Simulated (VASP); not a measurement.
Set up this calculation in VASP 6.6.1, as the native input.

* Task: single point
* Functional: LDA
* Potentials or basis: VASP PAW LDA potentials, release 64 (K_sv, I)
* Cutoff: 520 eV
* k mesh: 6 × 6 × 6
* Occupations: gaussian, width 0.01 eV
* Spin: no spin polarisation
* Dipole correction: no
* Further INCAR settings: ALGO = Normal; EDIFF = 1e-06; NBANDS = 15

The structure of KI lies in POSCAR:

```
KI
1.0
   -0.0170573808      3.4029474723      3.4029474723
    3.4029474723     -0.0170573808      3.4029474723
    3.4029474723      3.4029474723     -0.0170573808
K I
1 1
Direct
    0.0000000000      0.0000000000      0.0000000000
    0.5000000000      0.5000000000      0.5000000000
```

This cell differs from its parent crystal: equal xy, yz and zx engineering shears of -0.5 %.

One way to write it, as run:

INCAR

```
  PREC = Accurate
  ENCUT = 520
  EDIFF = 1E-6
  ISMEAR = 0
  SIGMA = 0.01
  LREAL = False
  LASPH = True
  NELM = 60
  ALGO = Normal
  ISIF = 2
  LWAVE = False
  LCHARG = False
  NBANDS = 15
```

KPOINTS

```
regular mesh
0
Gamma
  6 6 6
```

Potentials or basis: VASP PAW LDA potentials, release 64 (K_sv, I).

The run is started by

```sh
$ cat potpaw_LDA.64/K_sv/POTCAR potpaw_LDA.64/I/POTCAR > POTCAR
$ mpirun -np 1 vasp_std > vasp.out
```

It gave:

```yaml
Pressure: 0.0 GPa
Band_gap_on_the_k_mesh: 3.86 eV, direct
```

Caveat: the cell differs from its parent crystal (equal xy, yz and zx engineering shears of -0.5 %); spin-orbit coupling is left out, which moves the levels of the heavy elements.

Wall time 40 s on 1 thread of Intel(R) Xeon(R) Platinum 8488C (Sapphire Rapids) (shared host), peak memory 0.19 GiB.
